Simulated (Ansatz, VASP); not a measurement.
## YSn3 in VASP and in Ansatz

```
Y Sn
1.0
     4.57075    0.00000    0.00000
     0.00000    4.57075    0.00000
     0.00000    0.00000    4.57075
Y Sn
1 3
Direct
  0.00000 0.00000 0.00000
  0.00000 0.50000 0.50000
  0.50000 0.00000 0.50000
  0.50000 0.50000 0.00000
```

Change from the starting cell: volume scaled by 0.94, crystal datasets.

Alike in both runs: task electric field gradients; functional PBEsol; k mesh 8 × 8 × 8; occupations fermi-dirac, width 0.05 eV; no spin polarisation.

|  | VASP | Ansatz |
| --- | --- | --- |
| version | VASP 6.6.1 | Ansatz 0.2.0 |
| potentials or method | VASP PAW PBE potentials, release 64 (Y_sv, Sn_d), cutoff 520 eV | all-electron PAW with datasets made for the crystal, scalar-relativistic |

```csv
,VASP,Ansatz,Ansatz less VASP
pressure (GPa),3.4,3.5,+0.06
size of Vzz on the site where it differs most (V/Å²),140.2,144.7,+4.46
```

VASP's potentials were made for PBE, not for PBEsol. Ansatz ran all-electron here, and VASP with PAW potentials.
